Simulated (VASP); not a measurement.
Wanted: the native input for a VASP 6.6.1 run.

```
Task                   : single point
Functional             : PBEsol
Potentials or basis    : VASP PAW PBE potentials, release 64 (Na_pv, Y_sv)
Cutoff                 : 520 eV
k mesh                 : 10 × 10 × 10
Occupations            : gaussian, width 0.1 eV
Spin                   : no spin polarisation
Dipole correction      : no
Further INCAR settings : ALGO = Normal; EDIFF = 1e-06; NBANDS = 28
```

The structure of NaY3 lies in POSCAR:

```
NaY3
1.0
    0.0000000000      4.0207961322      4.0207961322
    4.0207961322      0.0000000000      4.0207961322
    4.0207961322      4.0207961322      0.0000000000
Na Y
1 3
Direct
    0.0000000000      0.0000000000      0.0000000000
    0.2500000000      0.2500000000      0.2500000000
    0.7500000000      0.7500000000      0.7500000000
    0.5000000000      0.5000000000      0.5000000000
```

This cell differs from its parent crystal: Li replaced by Na, lengths x 1.033, strained.

One way to write it, as run:

INCAR

```
SYSTEM = NaY3
ALGO = Normal
EDIFF = 1E-6
ENCUT = 520
GGA = PS
ISIF = 2
ISMEAR = 0
LASPH = .True.
LCHARG = .False.
LREAL = .False.
LWAVE = .False.
NBANDS = 28
NELM = 100
PREC = Accurate
SIGMA = 0.1
```

KPOINTS

```
k-points
0
Gamma
  10 10 10
  0 0 0
```

Potentials or basis: VASP PAW PBE potentials, release 64 (Na_pv, Y_sv).

Run with:

```bash
$ cat potpaw_PBE.64/Na_pv/POTCAR potpaw_PBE.64/Y_sv/POTCAR > POTCAR
$ mpirun -np 1 vasp_std > vasp.out
```

It gave:

```
Pressure               : -1.6 GPa
Band gap on the k mesh : zero (bands 20 and 21 overlap by 0.63 eV)
```

Caveat: the cell differs from its parent crystal (Li replaced by Na, lengths x 1.033, strained); the PAW data sets were made with another functional, which shifts forces and pressure a little.

It took 120 s on 1 thread of Intel(R) Xeon(R) 6975P-C (Granite Rapids), with other jobs on the host, peak memory 0.35 GiB.
